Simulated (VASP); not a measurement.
# HfC: single point with PBE

The system is HfC.

```xyz
4
Lattice="3.4811 0.0000 0.0000 -1.7405 3.0147 0.0000 0.0000 0.0000 5.2618" Properties=species:S:1:pos:R:3 pbc="T T T"
Hf    1.7405    1.0049    3.8605
Hf    0.0000    2.0098    1.4013
C     0.0000    0.0000    0.0000
C     0.0000    0.0000    2.6309
```

- Program: VASP 6.6.1
- Task: single point
- Functional: PBE
- Potentials or basis: VASP PAW PBE potentials, release 64 (Hf_pv, C)
- Cutoff: 600 eV
- k mesh: 12 × 12 × 8
- Occupations: gaussian, width 0.1 eV
- Spin: no spin polarisation
- Dipole correction: no
- Further INCAR settings: ALGO = Normal; EDIFF = 1e-06; NBANDS = 22

The pressure is -18.2 GPa. The largest force is 2.214 eV/Å and the band gap on the k mesh is zero (band 14 reaches 6.75 eV, above the bottom of band 15 at 5.55 eV).

Forces on the atoms (eV/Å):
```
Hf   0.000  0.000  2.214
Hf   0.000  0.000 -2.214
C    0.000  0.000  0.000
C    0.000  0.000  0.000
```

Stress tensor (GPa, compression positive):
```
-21.00   0.00   0.00
  0.00 -21.00   0.00
  0.00   0.00 -12.58
```

Levels at points of the mesh, in eV from the Fermi level:
```tsv
k point	band 11	band 12	band 13	band 14	band 15	band 16	band 17	band 18
(0.00, 0.00, 0.00)	-3.24	-1.08	-1.08	0.98	1.03	1.03	1.82	1.82
(0.50, 0.00, 0.00)	-3.35	-3.04	-1.74	-1.33	1.50	3.58	3.99	4.56
(0.00, 0.00, 0.50)	-3.09	-2.30	-2.22	-2.22	3.05	3.41	3.41	3.80
(0.50, 0.00, 0.50)	-2.79	-2.65	-2.61	-1.97	0.65	1.59	3.69	4.13
```

It took 2.1 min on 1 thread of Intel Xeon 6975P-C, on a shared host, peak memory 0.3 GiB.

Caveat: spin-orbit coupling is left out, which moves the levels of the heavy elements; forces of over 1 eV/Å act on the atoms, so gaps and moduli don't describe the material at rest.
